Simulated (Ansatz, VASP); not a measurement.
One calculation of GaN, two programs

```
CELL_PARAMETERS angstrom
0.00000 2.13524 2.13524
2.13524 0.00000 2.13524
2.13524 2.13524 0.00000
ATOMIC_POSITIONS crystal
Ga 0.00000 0.00000 0.00000
N 0.50000 0.50000 0.50000
```

Alike in both runs: task relaxation of cell and atoms; functional LDA; k mesh 8 × 8 × 8; occupations gaussian, width 0.1 eV; no spin polarisation.

```csv
,VASP,Ansatz
version,VASP 6.6.1,Ansatz 0.2.0
potentials or method,"VASP PAW LDA potentials, release 64 (Ga_d, N), cutoff 600 eV","scalar-relativistic, plane waves, PAW"
valence electrons in the cell,18,18
```

```tsv
	VASP	Ansatz	Ansatz less VASP
gap on the k mesh at the Fermi level, each at its own relaxed structure (eV)	0.60	0.62	+0.014
relaxed volume (Å³/atom)	9.19	9.14	-0.044
relaxed cell length with the largest relative difference (Å)	2.962	2.957	-0.0047
```

Ansatz warns that its potentials were made for another functional, while VASP's fit it. LDA's correlation is that of Perdew and Zunger in VASP and of Perdew and Wang (1992) in Ansatz.
